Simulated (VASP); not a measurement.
W8C9F3: single point with PBEsol

System: W8C9F3, a slab with vacuum.

```
W C F
1.0
     5.77632    0.00000    0.00000
    -2.88816    5.00244    0.00000
     0.00000    0.00000   16.23846
W C F
8 9 3
Direct
  0.00000 0.00000 0.06158
  0.00101 0.00090 0.23649
  0.00000 0.50000 0.06158
  0.99878 0.50113 0.23479
  0.50000 0.00000 0.06158
  0.50071 0.99919 0.23803
  0.50000 0.50000 0.06158
  0.49900 0.49890 0.23649
  0.33388 0.16610 0.14263
  0.33373 0.16618 0.30553
  0.33340 0.66729 0.14259
  0.32750 0.65620 0.30675
  0.83268 0.16656 0.14258
  0.84357 0.17232 0.30669
  0.83250 0.66749 0.14117
  0.83481 0.66508 0.30365
  0.09510 0.40505 0.43440
  0.96794 0.15857 0.46408
  0.34175 0.52833 0.46390
  0.96959 0.53449 0.45349
```

```
Program             : VASP 6.6.1
Task                : single point
Functional          : PBEsol
Potentials or basis : VASP PAW PBE potentials, release 64 (W_sv, C, F)
Cutoff              : 520 eV
k mesh              : 3 × 3 × 1
Occupations         : fermi-dirac, width 0.15 eV
Spin                : no spin polarisation
```

```json
{
 "Largest force": "0.496 eV/Å",
 "Band gap on the k mesh": "zero (an odd number of electrons rules out a gap without spin polarisation)"
}
```

Forces on the atoms (eV/Å):
```
W    0.013  0.062 -0.111
W   -0.019  0.005 -0.037
W   -0.007  0.003 -0.229
W   -0.006  0.005 -0.041
W    0.048 -0.030  0.175
W   -0.014  0.002 -0.035
W   -0.049 -0.043 -0.110
W   -0.014  0.017 -0.037
C   -0.002  0.001 -0.005
C    0.019 -0.013  0.101
C   -0.006  0.007  0.003
C    0.012 -0.020  0.106
C   -0.010  0.002  0.006
C    0.024  0.001  0.114
C   -0.004  0.003 -0.014
C    0.013 -0.008  0.106
C    0.045 -0.031 -0.455
F   -0.009 -0.428  0.173
F    0.379  0.216  0.175
F   -0.414  0.247  0.116
```

Levels at points of the mesh, in eV from the Fermi level:
| k point | band 83 | band 84 | band 85 | band 86 | band 87 | band 88 |
| --- | --- | --- | --- | --- | --- | --- |
| (0.00, 0.00, 0.00) | 0.20 | 0.40 | 0.40 | 0.43 | 1.16 | 1.23 |

It took 29 min on 1 thread of Intel Xeon 8259CL (shared host), peak memory 0.68 GiB.

Caveat: the k points lie up to 0.42 Å⁻¹ apart, too coarse for converged energies and pressures of a metal; there is no dipole correction, which matters where the two faces differ; the PAW data sets were made with another functional, which shifts forces and pressure a little; spin-orbit coupling is left out, which moves the levels of the heavy elements; an odd number of electrons without spin polarisation forces a metal; a magnetic or distorted state may lie lower.
